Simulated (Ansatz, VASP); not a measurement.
KBr in VASP and in Ansatz

File INCAR:

```
SYSTEM = KBr
ALGO = Normal
EDIFF = 1E-7
ENCUT = 520
GGA = PE
ISIF = 2
ISMEAR = -1
LASPH = .True.
LCHARG = .False.
LREAL = .False.
LWAVE = .False.
NBANDS = 15
NELM = 60
PREC = Accurate
SIGMA = 0.02
```

File KPOINTS:

```
k-points
0
Gamma
  6 6 6
  0 0 0
```

The input POSCAR:

```
KBr
1.0
    0.0000000000      3.3022478147      3.3022478147
    3.3022478147      0.0000000000      3.3022478147
    3.3022478147      3.3022478147      0.0000000000
K Br
1 1
Direct
    0.0000000000      0.0000000000      0.0000000000
    0.5000000000      0.5000000000      0.5000000000
```

Input for Ansatz:

```yaml
crystal:
  lattice:
    - [0.0, 3.3022478147, 3.3022478147]
    - [3.3022478147, 0.0, 3.3022478147]
    - [3.3022478147, 3.3022478147, 0.0]
  atoms:
    - { symbol: K, position: [0.0, 0.0, 0.0] }
    - { symbol: Br, position: [0.5, 0.5, 0.5] }
kpoints:
  mp_grid: { grid: [6, 6, 6] }
  band_path:
    path:
      - [0.0, 0.0, 0.0]
      - [0.5, 0.0, 0.5]
      - [0.625, 0.25, 0.625]
      - [0.375, 0.375, 0.75]
      - [0.5, 0.5, 0.5]
      - [0.5, 0.25, 0.75]
    npoints: 1
hamiltonian:
  xc: pbe
scf:
  occupations: { method: fermi_dirac, width: 0.02 }
  n_extra_bands: 4
output:
  forces: true
  stress: true
  eigenvalues: true
  write_density: true
  write_potential: true
  elf: true
  volumetric_format: npy
```

Alike in both runs: task single point; functional PBE; k mesh 6 × 6 × 6; occupations fermi-dirac, width 0.02 eV; no spin polarisation.

|  | VASP | Ansatz |
| --- | --- | --- |
| version | VASP 6.6.1 | Ansatz 0.2.0 |
| potentials or method | VASP PAW PBE potentials, release 64 (K_sv, Br) | plane waves, PAW |
| plane-wave cutoff (eV) | 520 | 420 |
| valence electrons in the cell | 16 | 16 |

```tsv
	VASP	Ansatz	Ansatz less VASP
gap on the k mesh at the Fermi level (eV)	4.43	4.43	+0.002
pressure (GPa)	0.7	0.7	-0.04
```
